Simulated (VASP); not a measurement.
# ScF5 (P4/mmm) in VASP: notebook

ScF5 is run at these levels: PBE; tasks: single point, relaxation of cell and atoms.

Everything below comes from runs of VASP 6.6.1. Logs are shortened: lines on timing, memory, paths and dates and some standing lists are left out, and cuts for length are marked.

### Step 1. The cell of the first run

It takes space group P4/mmm (No. 123, tetragonal). The conventional cell has a = 4.181 Å, b = 4.181 Å, c = 4.629 Å, α = 90.00°, β = 90.00°, γ = 90.00°. Within 2.8 Å of Sc (site symmetry 4/mmm) lie 4 F at 2.09 Å. F (site symmetry mmm) has 2 Sc at 2.09 Å and 4 F at 2.09 to 2.31 Å within 2.8 Å. F (site symmetry mmm) has 10 F at 2.31 to 3.12 Å and 4 Sc at 3.12 Å within 3.2 Å. F (site symmetry 4/mmm) has 4 F at 2.09 Å within 2.8 Å.

The cell was built from a structure type or drawn by symmetry, and may not be a known phase.

### Step 2. Single point, PBE

INCAR

```
SYSTEM = ScF5
PREC     = Accurate       ! precision mode
ENCUT    = 520            ! plane-wave cutoff, eV
EDIFF    = 1E-6           ! SCF threshold, eV
ISMEAR   = 0              ! smearing method
SIGMA    = 0.1            ! smearing width, eV
LREAL    = .FALSE.        ! projectors in reciprocal space
LASPH    = .TRUE.         ! aspherical terms in the spheres
NELM     = 60             ! most SCF steps
ALGO     = Normal         ! electronic algorithm
ISIF     = 2              ! what is computed and relaxed
LWAVE    = .FALSE.        ! write WAVECAR
LCHARG   = .FALSE.        ! write CHGCAR
GGA      = PE             ! functional
NBANDS   = 32             ! bands
```

KPOINTS

```
regular mesh
0
G
  4 4 4
  0 0 0
```

POSCAR

```
ScF5
1.0
    4.1808404800      0.0000000000      0.0000000000
    0.0000000000      4.1808404800      0.0000000000
    0.0000000000      0.0000000000      4.6289087200
Sc F
1 5
Direct
    0.5000000000      0.5000000000      0.0000000000
    0.0000000000      0.5000000000      0.0000000000
    0.5000000000      0.0000000000      0.0000000000
    0.0000000000      0.5000000000      0.5000000000
    0.5000000000      0.0000000000      0.5000000000
    0.0000000000      0.0000000000      0.0000000000
```

Potentials or basis: VASP PAW PBE potentials, release 64 (Sc_sv, F).

On the command line:

```sh
> cat potpaw_PBE.64/Sc_sv/POTCAR potpaw_PBE.64/F/POTCAR > POTCAR
> mpirun -np 1 vasp_std > vasp.out
```

OUTCAR:

```text
SYSTEM = ScF5
   PREC = Accurate
   ENCUT = 520
   EDIFF = 1E-6
   ISMEAR = 0
   LREAL = .FALSE.
   LASPH = .TRUE.
   NELM = 60
   ISIF = 2
   GGA = PE

 ion  position               nearest neighbor table
   1  0.500  0.500  0.000-   2 2.09   3 2.09   3 2.09   2 2.09
   2  0.000  0.500  0.000-   1 2.09   1 2.09
   3  0.500  0.000  0.000-   1 2.09   1 2.09
   4  0.000  0.500  0.500-
   5  0.500  0.000  0.500-
   6  0.000  0.000  0.000-

  LATTYP: Found a simple tetragonal cell.
 ALAT       =     4.1808404800
 C/A-ratio  =     1.1071718096

  Lattice vectors:

 A1 = (   4.1808404800,   0.0000000000,   0.0000000000)
 A2 = (   0.0000000000,   4.1808404800,   0.0000000000)
 A3 = (   0.0000000000,   0.0000000000,   4.6289087200)

Analysis of symmetry for initial positions (statically):
=====================================================================
 Subroutine PRICEL returns:
 Original cell was already a primitive cell.

 Routine SETGRP: Setting up the symmetry group for a
 simple tetragonal supercell.

 Subroutine GETGRP returns: Found 16 space group operations
 (whereof 16 operations were pure point group operations)
 out of a pool of 16 trial point group operations.

The static configuration has the point symmetry D_4h.

Analysis of symmetry for dynamics (positions and initial velocities):
=====================================================================
 Subroutine PRICEL returns:
 Original cell was already a primitive cell.

 Routine SETGRP: Setting up the symmetry group for a
 simple tetragonal supercell.

 Subroutine GETGRP returns: Found 16 space group operations
 (whereof 16 operations were pure point group operations)
 out of a pool of 16 trial point group operations.

The dynamic configuration has the point symmetry D_4h.

 Subroutine INISYM returns: Found 16 space group operations
 (whereof 16 operations are pure point group operations),
 and found     1 'primitive' translations

----------------------------------------------------------------------------------------

                                     Primitive cell

  volume of cell :      80.9107

  direct lattice vectors                    reciprocal lattice vectors
     4.180840480  0.000000000  0.000000000     0.239186356  0.000000000  0.000000000
     0.000000000  4.180840480  0.000000000     0.000000000  0.239186356  0.000000000
     0.000000000  0.000000000  4.628908720     0.000000000  0.000000000  0.216033640

  length of vectors
     4.180840480  4.180840480  4.628908720     0.239186356  0.239186356  0.216033640

  position of ions in fractional coordinates (direct lattice)
     0.500000000  0.500000000  0.000000000
     0.000000000  0.500000000  0.000000000
     0.500000000  0.000000000  0.000000000
     0.000000000  0.500000000  0.500000000
     0.500000000  0.000000000  0.500000000
     0.000000000  0.000000000  0.000000000

  ion indices of the primitive-cell ions
   primitive index   ion index
                 1           1
                 2           2
                 3           3
                 4           4
                 5           5
                 6           6

----------------------------------------------------------------------------------------

 KPOINTS: regular mesh

Automatic generation of k-mesh.
 Grid dimensions read from file:
 generate k-points for:    4    4    4

 Generating k-lattice:

  Cartesian coordinates                     Fractional coordinates (reciprocal lattice)
     0.059796589  0.000000000  0.000000000     0.250000000  0.000000000  0.000000000
     0.000000000  0.059796589  0.000000000     0.000000000  0.250000000  0.000000000
     0.000000000  0.000000000  0.054008410     0.000000000  0.000000000  0.250000000

  Length of vectors
     0.059796589  0.059796589  0.054008410

  Shift w.r.t. Gamma in fractional coordinates (k-lattice)
     0.000000000  0.000000000  0.000000000

 Subroutine IBZKPT returns following result:
 ===========================================

 Found     18 irreducible k-points:

 Following reciprocal coordinates:
            Coordinates               Weight
  0.000000  0.000000  0.000000      1.000000
  0.250000  0.000000  0.000000      4.000000
  0.500000  0.000000  0.000000      2.000000
  0.250000  0.250000  0.000000      4.000000
  0.500000  0.250000  0.000000      4.000000
  0.500000  0.500000  0.000000      1.000000
[... 10 lines left out ...]
  0.500000  0.250000  0.500000      4.000000
  0.500000  0.500000  0.500000      1.000000
   k-points           NKPTS =     18   k-points in BZ     NKDIM =     18   number of bands    NBANDS=     32
   number of dos      NEDOS =    301   number of ions     NIONS =      6
   total plane-waves  NPLWV =  36864
   dimension x,y,z NGX =    32 NGY =   32 NGZ =   36
   dimension x,y,z NGXF=    64 NGYF=   64 NGZF=   72
   ions per type =               1   5
   NGX,Y,Z   is equivalent  to a cutoff of  12.72, 12.72, 12.93 a.u.
   NGXF,Y,Z  is equivalent  to a cutoff of  25.45, 25.45, 25.86 a.u.
 SYSTEM =  ScF5
   PREC   = accura    normal or accurate (medium, high low for compatibility)
   ISTART =      0    job   : 0-new  1-cont  2-samecut
   ICHARG =      2    charge: 1-file 2-atom 10-const
   ISPIN  =      1    spin polarized calculation?
   LNONCOLLINEAR =      F non collinear calculations
   LSORBIT =      F    spin-orbit coupling
   LASPH  =      T    aspherical Exc in radial PAW
   ENCUT  =  520.0 eV  38.22 Ry    6.18 a.u.   7.77  7.77  8.61*2*pi/ulx,y,z
   NELM   =     60;   NELMIN=  2; NELMDL= -5     # of ELM steps
   EDIFF  = 0.1E-05   stopping-criterion for ELM
   LREAL  =      F    real-space projection
   EDIFFG = 0.1E-04   stopping-criterion for IOM
   NSW    =      0    number of steps for IOM
   IBRION =     -1    ionic relax: 0-MD 1-quasi-New 2-CG
   NFREE  =      0    steps in history (QN), initial steepest desc. (CG)
   ISIF   =      2    stress and relaxation
   ISYM   =      2    0-nonsym 1-usesym 2-fastsym
   POTIM  = 0.5000    time-step for ionic-motion
   TEBEG  =    0.0;   TEEND  =   0.0 temperature during run
   PSTRESS=    0.0 pullay stress
   NELECT =      46.0000    total number of electrons
   NUPDOWN=      -1.0000    fix difference up-down
   EMIN   =  10.00;   EMAX   =-10.00  energy-range for DOS
   EFERMI =   0.00;   METHOD = LEGACY
   ISMEAR =     0;   SIGMA  =   0.10  broadening in eV -4-tet -1-fermi 0-gaus
   EFERMI_NEDOS =   21; number of points for ismear=-14 and -15
   IALGO  =     38    algorithm
   IMIX   =      4    mixing-type and parameters
     AMIX     =   0.40;   BMIX     =  1.00
     AMIX_MAG =   1.60;   BMIX_MAG =  1.00
  volume/ion in A,a.u.               =      13.49        91.00
  Fermi-wavevector in a.u.,A,eV,Ry     =   1.356206  2.562857 25.025106  1.839293
  Thomas-Fermi vector in A             =   2.483228
   LORBIT       =      0    0 simple, 1 ext, 2 COOP (PROOUT), +10 PAW based schemes
   GGA     = PE    functional components
   LHFCALC =     F    Hartree Fock is set to
   AEXX    =    0.0000 exact exchange contribution
   IVDW    =     0    specifies the selected vdW correction
   LEPSILON=     F    determine dielectric tensor
   LRPA    =     F    only Hartree local field effects (RPA)
 non-spin polarized calculation
 Gauss-broadening in eV      SIGMA  =   0.10
  energy-cutoff  :      520.00
  volume of cell :       80.91
 maximum number of plane-waves:      2206
 NGX is ok and might be reduce to    32
   NGX = 15   NGY = 15   NGZ = 17

 number of electron      45.9999993 magnetization

 Free energy of the ion-electron system (eV)
  ---------------------------------------------------
  ext. energy  EPLUGINS =         0.00000000
  ---------------------------------------------------
  free energy    TOTEN  =       -25.36272330 eV

  energy without entropy =      -25.32218401  energy(sigma->0) =      -25.34245365

 E-fermi :  -1.4158     XC(G=0):  -9.2033

 val. band max:       -1.4159246794   @ k =   0.2500   0.2500   0.0000
 cond. band min:      -1.3708273798   @ k =   0.5000   0.0000   0.0000
 fundamental gap:      0.0450972996
 Fermi energy:        -1.4157937191

 k-point     1 :       0.0000    0.0000    0.0000
  band No.  band energies     occupation
      1     -52.0686      2.00000
      2     -30.6252      2.00000
      3     -30.5227      2.00000
      4     -30.5227      2.00000
      5     -24.5890      2.00000
      6     -24.0696      2.00000
[... 24 lines left out ...]
     31      10.7247      0.00000
     32      11.7830      0.00000

 k-point     2 :       0.2500    0.0000    0.0000
  band No.  band energies     occupation
      1     -52.0675      2.00000
      2     -30.6242      2.00000
      3     -30.6151      2.00000
      4     -30.5216      2.00000
      5     -24.3920      2.00000
      6     -23.9852      2.00000
[... 24 lines left out ...]
     31      10.2763      0.00000
     32      10.7901      0.00000

 k-point     3 :       0.5000    0.0000    0.0000
  band No.  band energies     occupation
      1     -52.0665      2.00000
      2     -30.7031      2.00000
      3     -30.6233      2.00000
      4     -30.5206      2.00000
      5     -24.1744      2.00000
      6     -23.9232      2.00000
[... 24 lines left out ...]
     31       9.3253      0.00000
     32       9.8356      0.00000

 k-point     4 :       0.2500    0.2500    0.0000
  band No.  band energies     occupation
      1     -52.0665      2.00000
      2     -30.6233      2.00000
      3     -30.6144      2.00000
      4     -30.6118      2.00000
      5     -24.1847      2.00000
      6     -23.8956      2.00000
[... 444 lines left out ...]
     31       8.0606      0.00000
     32      12.1512      0.00000

 k-point    17 :       0.5000    0.2500    0.5000
  band No.  band energies     occupation
      1     -52.0655      2.00000
      2     -30.6993      2.00000
      3     -30.6246      2.00000
      4     -30.6105      2.00000
      5     -23.9132      2.00000
      6     -23.7953      2.00000
[... 24 lines left out ...]
     31       8.7899      0.00000
     32      11.5688      0.00000

 k-point    18 :       0.5000    0.5000    0.5000
  band No.  band energies     occupation
      1     -52.0645      2.00000
      2     -30.6965      2.00000
      3     -30.6965      2.00000
      4     -30.6235      2.00000
      5     -23.6859      2.00000
      6     -23.6859      2.00000
[... 24 lines left out ...]
     31       9.2039      0.00000
     32      12.1825      0.00000

------------------------ aborting loop because EDIFF is reached ----------------------------------------

  FORCE on cell =-STRESS in cart. coord.  units (eV):
  Direction    XX          YY          ZZ          XY          YZ          ZX
  --------------------------------------------------------------------------------------
  -------------------------------------------------------------------------------------
  Total       -1.6220545     -1.6220545     -0.2143424      0.0000000      0.0000000      0.0000000
  in kB      -32.1196059    -32.1196059     -4.2443670      0.0000000      0.0000000      0.0000000
  external PRESSURE =     -22.8278596 kB  Pullay stress =       0.0000000 kB

 VOLUME and BASIS-vectors are now :
 -----------------------------------------------------------------------------
  energy-cutoff  :      520.00
  volume of cell :       80.91
      direct lattice vectors                 reciprocal lattice vectors
     4.180840480  0.000000000  0.000000000     0.239186356  0.000000000  0.000000000
     0.000000000  4.180840480  0.000000000     0.000000000  0.239186356  0.000000000
     0.000000000  0.000000000  4.628908720     0.000000000  0.000000000  0.216033640

 POSITION                                       TOTAL-FORCE (eV/Angst)
 -----------------------------------------------------------------------------------
      2.09042      2.09042      0.00000         0.000000      0.000000      0.000000
      0.00000      2.09042      0.00000         0.000000      0.000000      0.000000
      2.09042      0.00000      0.00000         0.000000      0.000000      0.000000
      0.00000      2.09042      2.31445         0.000000      0.000000      0.000000
      2.09042      0.00000      2.31445         0.000000      0.000000      0.000000
      0.00000      0.00000      0.00000         0.000000      0.000000      0.000000
 -----------------------------------------------------------------------------------
    total drift:                                0.000000      0.000000     -0.000000

  FREE ENERGIE OF THE ION-ELECTRON SYSTEM (eV)
  ---------------------------------------------------
  free  energy   TOTEN  =       -25.3627233037 eV

  energy  without entropy=      -25.3221840062  energy(sigma->0) =      -25.34245365
```

It took 35 s on 1 thread of Intel Xeon 8259CL, shared host; peak memory 0.2 GiB.

Results:

| Item | Value |
| --- | --- |
| Free energy | -25.3627 eV |
| Pressure | -2.3 GPa |
| Band gap on the k mesh | zero (bands 23 and 24 overlap by 0.52 eV) |

Caveat: the k points lie up to 0.38 Å⁻¹ apart, too coarse for converged energies and pressures of a metal.

### Step 3. Single point, PBE, collinear spin

INCAR

```
SYSTEM = ScF5
PREC = Accurate ; ENCUT = 520
EDIFF = 1E-6 ; ISMEAR = 0
SIGMA = 0.1 ; LREAL = .False.
LASPH = .True. ; NELM = 150
ALGO = Normal ; ISIF = 2
LWAVE = .False. ; LCHARG = .False.
ISPIN = 2 ; MAGMOM = 0 1 1 1 1 1
LORBIT = 11 ; LMAXMIX = 4
GGA = PE ; NBANDS = 36
```

KPOINTS

```
Automatic mesh
0
Gamma
  4 4 4
  0 0 0
```

POSCAR is that of step 2.

Potentials or basis: VASP PAW PBE potentials, release 64 (Sc_sv, F).

On the command line:

```sh
> cat potpaw_PBE.64/Sc_sv/POTCAR potpaw_PBE.64/F/POTCAR > POTCAR
> mpirun -np 1 vasp_std > vasp.out
```

OUTCAR:

```text
SYSTEM = ScF5
   PREC = Accurate
   ENCUT = 520
   EDIFF = 1E-6
   ISMEAR = 0
   LREAL = .False.
   LASPH = .True.
   NELM = 150
   ISIF = 2
   ISPIN = 2
   LORBIT = 11
   GGA = PE

 ion  position               nearest neighbor table
   1  0.500  0.500  0.000-   2 2.09   3 2.09   3 2.09   2 2.09
   2  0.000  0.500  0.000-   1 2.09   1 2.09
   3  0.500  0.000  0.000-   1 2.09   1 2.09
   4  0.000  0.500  0.500-
   5  0.500  0.000  0.500-
   6  0.000  0.000  0.000-

  LATTYP: Found a simple tetragonal cell.
 ALAT       =     4.1808404800
 C/A-ratio  =     1.1071718096

  Lattice vectors:

[... 1595 lines left out ...]
 -----------------------------------------------------------------------------------
      2.09042      2.09042      0.00000         0.000000      0.000000      0.000000
      0.00000      2.09042      0.00000         0.000000      0.000000      0.000000
      2.09042      0.00000      0.00000         0.000000      0.000000      0.000000
      0.00000      2.09042      2.31445         0.000000      0.000000      0.000000
      2.09042      0.00000      2.31445         0.000000      0.000000      0.000000
      0.00000      0.00000      0.00000         0.000000      0.000000      0.000000
 -----------------------------------------------------------------------------------
    total drift:                                0.000000      0.000000     -0.000000

  FREE ENERGIE OF THE ION-ELECTRON SYSTEM (eV)
  ---------------------------------------------------
  free  energy   TOTEN  =       -25.4900479694 eV

  energy  without entropy=      -25.4471505617  energy(sigma->0) =      -25.46859927

 total charge

# of ion       s       p       d       tot
------------------------------------------
    1        2.118   6.115   0.664   8.897
    2        1.754   4.296   0.000   6.049
    3        1.754   4.296   0.000   6.049
    4        1.750   4.179   0.000   5.928
    5        1.750   4.179   0.000   5.928
    6        1.767   4.146   0.000   5.912
--------------------------------------------------
tot         10.892  27.210   0.664  38.765

 magnetization (x)

# of ion       s       p       d       tot
------------------------------------------
    1       -0.004  -0.003  -0.032  -0.039
    2        0.001   0.225   0.000   0.226
    3        0.001   0.225   0.000   0.226
    4        0.002   0.398   0.000   0.400
    5        0.002   0.398   0.000   0.400
    6        0.003   0.650   0.000   0.653
--------------------------------------------------
tot          0.006   1.892  -0.032   1.866
```

stdout:

```text
POSCAR found type information on POSCAR ScF
 POSCAR found :  2 types and       6 ions
 scaLAPACK will be used
 LDA part: xc-table for (Slater+PW92), standard interpolation
 POSCAR, INCAR and KPOINTS ok, starting setup
 FFT: planning ... GRIDC
 FFT: planning ... GRID_SOFT
 FFT: planning ... GRID
 WAVECAR not read
 entering main loop
```

It took 2.7 min on 1 thread of Intel Xeon 8259CL, shared host; peak memory 0.25 GiB.

Results:

* Free energy: -25.4900 eV
* Pressure: -0.8 GPa
* Band gap on the k mesh: zero (filled and empty bands overlap)
* Net moment: 2.00 μB per cell
* Site moments: Sc -0.04; F +0.23, +0.40, +0.65 (each value once) μB
* Valence electrons inside the program's atomic spheres: Sc 8.90; F 6.05, 5.93, 5.91 (each value once)

Caveat: the k points lie up to 0.38 Å⁻¹ apart, too coarse for converged energies and pressures of a metal.

(Continued in part 2 of 2.)
